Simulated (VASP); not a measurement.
# As (Pm-3m) in VASP: further runs, part 2 of 2

VASP 6.6.1.

### 3 Single point, HSE06

This run uses another cell than the first one, of 20.55 Å³/atom.

POSCAR

```
As
1.0
    2.7392605843      0.0000000000      0.0000000000
    0.0000000000      2.7392605843      0.0000000000
    0.0000000000      0.0000000000      2.7392605843
As
1
Direct
    0.5000000000      0.5000000000      0.5000000000
```

INCAR.step1

```
ALGO = Normal
EDIFF = 1E-5
ENCUT = 400
GGA = PE
GGA_COMPAT = F
ISIF = 2
ISMEAR = -1
LASPH = T
LCHARG = F
LREAL = F
LWAVE = T
NBANDS = 14
NELM = 120
PREC = Accurate
SIGMA = 0.05
```

INCAR.step2

```
ALGO = Normal
EDIFF = 1E-6
ENCUT = 400
GGA = PE
GGA_COMPAT = F
HFSCREEN = 0.2079
ISIF = 2
ISMEAR = -1
ISTART = 1
LASPH = T
LCHARG = F
LHFCALC = T
LREAL = F
LWAVE = F
NBANDS = 14
NELM = 120
PREC = Accurate
PRECFOCK = Normal
SIGMA = 0.05
```

KPOINTS

```
k-points
0
Gamma
  6 6 6
```

Potentials or basis: VASP PAW PBE potentials, release 64 (As_d).

Started as:

```
> cat potpaw_PBE.64/As_d/POTCAR > POTCAR
> cp INCAR.step1 INCAR
> mpirun -np 1 vasp_std > vasp.out
> cp INCAR.step2 INCAR
> mpirun -np 1 vasp_std > vasp.out
```

OUTCAR:

```text
EDIFF = 1E-6
   ENCUT = 400
   GGA = PE
   HFSCREEN = 0.2079
   ISIF = 2
   ISMEAR = -1
   ISTART = 1
   LASPH = T
   LHFCALC = T
   LREAL = F
   NELM = 120
   PREC = Accurate
   PRECFOCK = Normal

 ion  position               nearest neighbor table
   1  0.500  0.500  0.500-

  LATTYP: Found a simple cubic cell.
 ALAT       =     2.7392605843

  Lattice vectors:

 A1 = (   2.7392605843,   0.0000000000,   0.0000000000)
 A2 = (   0.0000000000,   2.7392605843,   0.0000000000)
 A3 = (   0.0000000000,   0.0000000000,   2.7392605843)

Analysis of symmetry for initial positions (statically):
=====================================================================
 Subroutine PRICEL returns:
 Original cell was already a primitive cell.

 Routine SETGRP: Setting up the symmetry group for a
 simple cubic supercell.

 Subroutine GETGRP returns: Found 48 space group operations
 (whereof 48 operations were pure point group operations)
 out of a pool of 48 trial point group operations.

The static configuration has the point symmetry O_h .

Analysis of symmetry for dynamics (positions and initial velocities):
=====================================================================
 Subroutine PRICEL returns:
 Original cell was already a primitive cell.

 Routine SETGRP: Setting up the symmetry group for a
 simple cubic supercell.

 Subroutine GETGRP returns: Found 48 space group operations
 (whereof 48 operations were pure point group operations)
 out of a pool of 48 trial point group operations.

The dynamic configuration has the point symmetry O_h .

 Subroutine INISYM returns: Found 48 space group operations
 (whereof 48 operations are pure point group operations),
 and found     1 'primitive' translations

----------------------------------------------------------------------------------------

                                     Primitive cell

  volume of cell :      20.5542

  direct lattice vectors                    reciprocal lattice vectors
     2.739260584  0.000000000  0.000000000     0.365062019  0.000000000  0.000000000
     0.000000000  2.739260584  0.000000000     0.000000000  0.365062019  0.000000000
     0.000000000  0.000000000  2.739260584     0.000000000  0.000000000  0.365062019

  length of vectors
     2.739260584  2.739260584  2.739260584     0.365062019  0.365062019  0.365062019

  position of ions in fractional coordinates (direct lattice)
     0.500000000  0.500000000  0.500000000

  ion indices of the primitive-cell ions
   primitive index   ion index
                 1           1

----------------------------------------------------------------------------------------

 KPOINTS: k-points

Automatic generation of k-mesh.
 Grid dimensions read from file:
 generate k-points for:    6    6    6

 Generating k-lattice:

[... 36 lines left out ...]
  0.500000  0.500000  0.333333      6.000000
  0.500000  0.500000  0.500000      1.000000
   k-points           NKPTS =     20   k-points in BZ     NKDIM =    216   number of bands    NBANDS=     14
   number of dos      NEDOS =    301   number of ions     NIONS =      1
   total plane-waves  NPLWV =   5832
   dimension x,y,z NGX =    18 NGY =   18 NGZ =   18
   dimension x,y,z NGXF=    36 NGYF=   36 NGZF=   36
   ions per type =               1
   NGX,Y,Z   is equivalent  to a cutoff of  10.92, 10.92, 10.92 a.u.
   NGXF,Y,Z  is equivalent  to a cutoff of  21.85, 21.85, 21.85 a.u.
 SYSTEM =  unknown system
   PREC   = accura    normal or accurate (medium, high low for compatibility)
   ISTART =      1    job   : 0-new  1-cont  2-samecut
   ICHARG =      0    charge: 1-file 2-atom 10-const
   ISPIN  =      1    spin polarized calculation?
   LNONCOLLINEAR =      F non collinear calculations
   LSORBIT =      F    spin-orbit coupling
   LASPH  =      T    aspherical Exc in radial PAW
   ENCUT  =  400.0 eV  29.40 Ry    5.42 a.u.   4.47  4.47  4.47*2*pi/ulx,y,z
   NELM   =    120;   NELMIN=  2; NELMDL=  0     # of ELM steps
   EDIFF  = 0.1E-05   stopping-criterion for ELM
   LREAL  =      F    real-space projection
   EDIFFG = 0.1E-04   stopping-criterion for IOM
   NSW    =      0    number of steps for IOM
   IBRION =     -1    ionic relax: 0-MD 1-quasi-New 2-CG
   NFREE  =      0    steps in history (QN), initial steepest desc. (CG)
   ISIF   =      2    stress and relaxation
   ISYM   =      3    0-nonsym 1-usesym 2-fastsym
   POTIM  = 0.5000    time-step for ionic-motion
   TEBEG  =    0.0;   TEEND  =   0.0 temperature during run
   PSTRESS=    0.0 pullay stress
   NELECT =      15.0000    total number of electrons
   NUPDOWN=      -1.0000    fix difference up-down
   EMIN   =  10.00;   EMAX   =-10.00  energy-range for DOS
   EFERMI =   0.00;   METHOD = LEGACY
   ISMEAR =    -1;   SIGMA  =   0.05  broadening in eV -4-tet -1-fermi 0-gaus
   EFERMI_NEDOS =   21; number of points for ismear=-14 and -15
   IALGO  =     38    algorithm
   IMIX   =      1    mixing-type and parameters
     AMIX     =   0.40;   BMIX     =  1.00
     AMIX_MAG =   1.60;   BMIX_MAG =  1.00
  volume/ion in A,a.u.               =      20.55       138.71
  Fermi-wavevector in a.u.,A,eV,Ry     =   1.473913  2.785292 29.557569  2.172420
  Thomas-Fermi vector in A             =   2.588748
   LORBIT       =      0    0 simple, 1 ext, 2 COOP (PROOUT), +10 PAW based schemes
   GGA     = PE    functional components
   LHFCALC =     T    Hartree Fock is set to
   PRECFOCK=normal    Normal, Fast or Accurate (Low or Medium for compatibility)
   ENCUT4O =  -1.0   cutoff for four orbital integrals eV
   NKREDX  =     1    reduce k-point grid by
   NKREDY  =     1    reduce k-point grid by
   NKREDZ  =     1    reduce k-point grid by
   AEXX    =    0.2500 exact exchange contribution
   HFSCREEN=    0.2079 screening length (either q_TF or 0.3 A-1)
   HFSCREENC=   0.2079 screening length for correlation (either q_TF or 0.3 A-1)
   ENCUTFOCK=  -1.0 apply spherical cutoff to Coloumb kernel
   IVDW    =     0    specifies the selected vdW correction
   LEPSILON=     F    determine dielectric tensor
   LRPA    =     F    only Hartree local field effects (RPA)
 non-spin polarized calculation
  energy-cutoff  :      400.00
  volume of cell :       20.55
 maximum number of plane-waves:       380
 NGX is ok and might be reduce to    18
  NGX = 14; NGY = 14; NGZ = 14

 number of electron      15.0000032 magnetization

 Free energy of the ion-electron system (eV)
  ---------------------------------------------------
  ext. energy  EPLUGINS =         0.00000000
  ---------------------------------------------------
  free energy    TOTEN  =        -5.48653320 eV

  energy without entropy =       -5.47881017  energy(sigma->0) =       -5.48267168

 E-fermi :   4.0625     XC(G=0):  -9.0721

 val. band max:        4.0489995276   @ k =   0.1667   0.1667   0.0000
 cond. band min:       4.0754177669   @ k =   0.5000   0.3333   0.3333
 fundamental gap:      0.0264182393
 Fermi energy:         4.0624983083

 k-point     1 :       0.0000    0.0000    0.0000
  band No.  band energies     occupation
      1     -36.2642      2.00000
      2     -36.2642      2.00000
      3     -36.1669      2.00000
      4     -36.1669      2.00000
      5     -36.1669      2.00000
      6     -12.7008      2.00000
      7       8.2830      0.00000
      8       8.2830      0.00000
      9       8.2830      0.00000
     10      12.8183      0.00000
     11      12.8183      0.00000
     12      14.6249      0.00000
     13      31.3252      0.00000
     14      31.3270      0.00000
[... 309 lines left out ...]
      1     -36.2174      2.00000
      2     -36.2174      2.00000
      3     -36.2174      2.00000
      4     -36.1353      2.00000
      5     -36.1353      2.00000
      6      -1.9297      2.00000
      7       1.5434      2.00000
      8       1.5434      2.00000
      9       1.5434      2.00000
     10      10.1746      0.00000
     11      10.1746      0.00000
     12      10.1746      0.00000
     13      13.8152      0.00000
     14      41.5301      0.00000

------------------------ aborting loop because EDIFF is reached ----------------------------------------

  FORCE on cell =-STRESS in cart. coord.  units (eV):
  Direction    XX          YY          ZZ          XY          YZ          ZX
  --------------------------------------------------------------------------------------
  -------------------------------------------------------------------------------------
  Total       -0.3476585     -0.3476585     -0.3476585     -0.0000000     -0.0000000      0.0000000
  in kB      -27.0996350    -27.0996350    -27.0996350     -0.0000000     -0.0000000      0.0000000
  external PRESSURE =     -27.0996350 kB  Pullay stress =       0.0000000 kB

 VOLUME and BASIS-vectors are now :
 -----------------------------------------------------------------------------
  energy-cutoff  :      400.00
  volume of cell :       20.55
      direct lattice vectors                 reciprocal lattice vectors
     2.739260584  0.000000000  0.000000000     0.365062019  0.000000000  0.000000000
     0.000000000  2.739260584  0.000000000     0.000000000  0.365062019  0.000000000
     0.000000000  0.000000000  2.739260584     0.000000000  0.000000000  0.365062019

 POSITION                                       TOTAL-FORCE (eV/Angst)
 -----------------------------------------------------------------------------------
      1.36963      1.36963      1.36963         0.000000      0.000000      0.000000
 -----------------------------------------------------------------------------------
    total drift:                               -0.000041     -0.000024     -0.000015

  FREE ENERGIE OF THE ION-ELECTRON SYSTEM (eV)
  ---------------------------------------------------
  free  energy   TOTEN  =        -5.4865332033 eV

  energy  without entropy=       -5.4788101667  energy(sigma->0) =       -5.48267168
```

OSZICAR.step1:

```text
N       E                     dE             d eps       ncg     rms          rms(c)
DAV:   1     0.594220930029E+02    0.59422E+02   -0.53204E+03   688   0.440E+03
DAV:   2     0.388649982949E+00   -0.59033E+02   -0.55730E+02   650   0.490E+02
DAV:   3    -0.450188581577E+01   -0.48905E+01   -0.48668E+01   602   0.691E+01
DAV:   4    -0.458859332785E+01   -0.86708E-01   -0.86699E-01   716   0.992E+00
DAV:   5    -0.458931063825E+01   -0.71731E-03   -0.71730E-03   620   0.103E+00    0.234E+00
DAV:   6    -0.459053499915E+01   -0.12244E-02   -0.10553E-03   752   0.405E-01    0.138E+00
DAV:   7    -0.459180513764E+01   -0.12701E-02   -0.24410E-03   644   0.483E-01    0.759E-02
DAV:   8    -0.459188429325E+01   -0.79156E-04   -0.14528E-04   656   0.246E-01    0.724E-03
DAV:   9    -0.459188203960E+01    0.22537E-05   -0.53690E-06   526   0.602E-02
   1 F= -.45918820E+01 E0= -.45879547E+01  d E =-.785473E-02
```

Run time: 6.2 min. Hardware: 1 thread of Intel Xeon Platinum 8259CL at 2.50GHz (Skylake/Cascade Lake), shared host; peak memory 0.22 GiB.

What came out:

| Quantity | Value |
| --- | --- |
| Free energy | -5.4865 eV |
| Pressure | -2.7 GPa |
| Band gap on the k mesh | zero (an odd number of electrons rules out a gap without spin polarisation) |

Levels at points of the mesh, in eV from the Fermi level:
```tsv
k point	band 3	band 4	band 5	band 6	band 7	band 8	band 9	band 10	band 11	band 12
(0.00, 0.00, 0.00)	-40.23	-40.23	-40.23	-16.76	4.22	4.22	4.22	8.76	8.76	10.56
(0.50, 0.00, 0.00)	-40.25	-40.25	-40.23	-13.42	-7.95	6.61	6.61	11.66	14.33	15.02
(0.50, 0.50, 0.00)	-40.25	-40.25	-40.20	-9.92	-5.12	-5.12	2.56	8.82	17.20	18.44
(0.50, 0.50, 0.50)	-40.28	-40.20	-40.20	-5.99	-2.52	-2.52	-2.52	6.11	6.11	6.11
```

Caveat: the k points lie up to 0.38 Å⁻¹ apart, too coarse for converged energies and pressures of a metal; the PAW data sets were made with another functional, which shifts forces and pressure a little; an odd number of electrons without spin polarisation forces a metal; a magnetic or distorted state may lie lower.

### 4 Single point, HSE06

POSCAR

```
As
1.0
    2.7036817444      0.0000000000      0.0000000000
    0.0000000000      2.7036817444      0.0000000000
    0.0000000000      0.0000000000      2.7036817444
As
1
Direct
    0.5000000000      0.5000000000      0.5000000000
```

INCAR.step1

```
SYSTEM = As
ALGO = Normal
EDIFF = 1E-5
ENCUT = 400
GGA = PE
GGA_COMPAT = .False.
ISIF = 2
ISMEAR = -1
LASPH = .True.
LCHARG = .False.
LREAL = .False.
LWAVE = .True.
NBANDS = 14
NELM = 120
PREC = Accurate
SIGMA = 0.05
```

INCAR.step2

```
SYSTEM = As
ALGO = Normal
EDIFF = 1E-6
ENCUT = 400
GGA = PE
GGA_COMPAT = .False.
HFSCREEN = 0.2079
ISIF = 2
ISMEAR = -1
ISTART = 1
LASPH = .True.
LCHARG = .False.
LHFCALC = .True.
LREAL = .False.
LWAVE = .False.
NBANDS = 14
NELM = 120
PREC = Accurate
PRECFOCK = Normal
SIGMA = 0.05
```

KPOINTS

```
k-points
0
Gamma
  6 6 6
  0 0 0
```

Potentials or basis: VASP PAW PBE potentials, release 64 (As_d).

Started as:

```
> cat potpaw_PBE.64/As_d/POTCAR > POTCAR
> cp INCAR.step1 INCAR
> mpirun -np 1 vasp_std > vasp.out
> cp INCAR.step2 INCAR
> mpirun -np 1 vasp_std > vasp.out
```

OUTCAR:

```text
SYSTEM = As
   EDIFF = 1E-6
   ENCUT = 400
   GGA = PE
   HFSCREEN = 0.2079
   ISIF = 2
   ISMEAR = -1
   ISTART = 1
   LASPH = .True.
   LHFCALC = .True.
   LREAL = .False.
   NELM = 120
   PREC = Accurate
   PRECFOCK = Normal

 ion  position               nearest neighbor table
   1  0.500  0.500  0.500-

  LATTYP: Found a simple cubic cell.
 ALAT       =     2.7036817444

  Lattice vectors:

 A1 = (   2.7036817444,   0.0000000000,   0.0000000000)
 A2 = (   0.0000000000,   2.7036817444,   0.0000000000)
 A3 = (   0.0000000000,   0.0000000000,   2.7036817444)

Analysis of symmetry for initial positions (statically):
=====================================================================
 Subroutine PRICEL returns:
 Original cell was already a primitive cell.

 Routine SETGRP: Setting up the symmetry group for a
 simple cubic supercell.

 Subroutine GETGRP returns: Found 48 space group operations
 (whereof 48 operations were pure point group operations)
 out of a pool of 48 trial point group operations.

The static configuration has the point symmetry O_h .

Analysis of symmetry for dynamics (positions and initial velocities):
=====================================================================
 Subroutine PRICEL returns:
 Original cell was already a primitive cell.

 Routine SETGRP: Setting up the symmetry group for a
 simple cubic supercell.

 Subroutine GETGRP returns: Found 48 space group operations
 (whereof 48 operations were pure point group operations)
 out of a pool of 48 trial point group operations.

The dynamic configuration has the point symmetry O_h .

 Subroutine INISYM returns: Found 48 space group operations
 (whereof 48 operations are pure point group operations),
 and found     1 'primitive' translations

----------------------------------------------------------------------------------------

                                     Primitive cell
[... 118 lines left out ...]
   HFSCREENC=   0.2079 screening length for correlation (either q_TF or 0.3 A-1)
   ENCUTFOCK=  -1.0 apply spherical cutoff to Coloumb kernel
   IVDW    =     0    specifies the selected vdW correction
   LEPSILON=     F    determine dielectric tensor
   LRPA    =     F    only Hartree local field effects (RPA)
 non-spin polarized calculation
  energy-cutoff  :      400.00
  volume of cell :       19.76
 maximum number of plane-waves:       380
 NGX is ok and might be reduce to    18
  NGX = 14; NGY = 14; NGZ = 14

 number of electron      15.0000026 magnetization

 Free energy of the ion-electron system (eV)
  ---------------------------------------------------
  ext. energy  EPLUGINS =         0.00000000
  ---------------------------------------------------
  free energy    TOTEN  =        -5.49696832 eV

  energy without entropy =       -5.49446608  energy(sigma->0) =       -5.49571720

 E-fermi :   4.4826     XC(G=0):  -9.2276

 val. band max:        4.3431419417   @ k =   0.1667   0.1667   0.0000
 cond. band min:       4.6223917126   @ k =   0.5000   0.3333   0.3333
 fundamental gap:      0.2792497709
 Fermi energy:         4.4826195002

 k-point     1 :       0.0000    0.0000    0.0000
  band No.  band energies     occupation
      1     -35.9545      2.00000
      2     -35.9545      2.00000
      3     -35.8433      2.00000
      4     -35.8433      2.00000
      5     -35.8433      2.00000
      6     -12.7097      2.00000
      7       8.7898      0.00000
      8       8.7898      0.00000
      9       8.7898      0.00000
     10      13.2123      0.00000
     11      13.2123      0.00000
     12      15.3590      0.00000
     13      32.3626      0.00000
     14      32.3629      0.00000
[... 309 lines left out ...]
      1     -35.9012      2.00000
      2     -35.9012      2.00000
      3     -35.9012      2.00000
      4     -35.8084      2.00000
      5     -35.8084      2.00000
      6      -1.1968      2.00000
      7       1.8335      2.00000
      8       1.8335      2.00000
      9       1.8335      2.00000
     10      10.4927      0.00000
     11      10.4927      0.00000
     12      10.4927      0.00000
     13      14.1672      0.00000
     14      42.9453      0.00000

------------------------ aborting loop because EDIFF is reached ----------------------------------------

  FORCE on cell =-STRESS in cart. coord.  units (eV):
  Direction    XX          YY          ZZ          XY          YZ          ZX
  --------------------------------------------------------------------------------------
  -------------------------------------------------------------------------------------
  Total       -0.1105242     -0.1105242     -0.1105242     -0.0000000     -0.0000000     -0.0000000
  in kB       -8.9598593     -8.9598593     -8.9598593     -0.0000000     -0.0000000     -0.0000000
  external PRESSURE =      -8.9598593 kB  Pullay stress =       0.0000000 kB

 VOLUME and BASIS-vectors are now :
 -----------------------------------------------------------------------------
  energy-cutoff  :      400.00
  volume of cell :       19.76
      direct lattice vectors                 reciprocal lattice vectors
     2.703681744  0.000000000  0.000000000     0.369866018  0.000000000  0.000000000
     0.000000000  2.703681744  0.000000000     0.000000000  0.369866018  0.000000000
     0.000000000  0.000000000  2.703681744     0.000000000  0.000000000  0.369866018

 POSITION                                       TOTAL-FORCE (eV/Angst)
 -----------------------------------------------------------------------------------
      1.35184      1.35184      1.35184         0.000000      0.000000      0.000000
 -----------------------------------------------------------------------------------
    total drift:                                0.000000      0.000000      0.000000

  FREE ENERGIE OF THE ION-ELECTRON SYSTEM (eV)
  ---------------------------------------------------
  free  energy   TOTEN  =        -5.4969683215 eV

  energy  without entropy=       -5.4944660771  energy(sigma->0) =       -5.49571720
```

Run time: 12 min. Hardware: 1 thread of Intel Xeon Platinum 8259CL at 2.50GHz (Skylake/Cascade Lake), shared host; peak memory 0.22 GiB.

Results:

- Free energy: -5.4970 eV
- Pressure: -0.9 GPa
- Band gap on the k mesh: zero (an odd number of electrons rules out a gap without spin polarisation)

Caveat: the k points lie up to 0.39 Å⁻¹ apart, too coarse for converged energies and pressures of a metal; the PAW data sets were made with another functional, which shifts forces and pressure a little; an odd number of electrons without spin polarisation forces a metal; a magnetic or distorted state may lie lower.

### 5 The runs side by side

```csv
level,cell,cutoff (eV),share of exact exchange,screening parameter,gap on the mesh (eV),pressure (GPa)
r2SCAN-based global hybrid with 50 % exact exchange,"a = 2.704 Å, 1 atom",440,0.5,-,none,-4.9
HSE06,"a = 2.739 Å, 1 atom",400,0.25,0.2079 1/Å,none,-2.7
HSE06,"a = 2.704 Å, 1 atom",400,0.25,0.2079 1/Å,none,-0.9
```

Alike in all rows: task single point; potentials or basis VASP PAW PBE potentials, release 64 (As_d); no spin polarisation; k mesh 6 × 6 × 6; smearing fermi-dirac 0.05 eV.

Caveats: all runs use coarse meshes; the PAW data sets were made with another functional, which shifts forces and pressure a little; an odd number of electrons without spin polarisation forces a metal; a magnetic or distorted state may lie lower.

Absolute energies hang on the potentials; compare differences alone.

The gap in the log of VASP goes by the Fermi energy; the results here count the filled bands.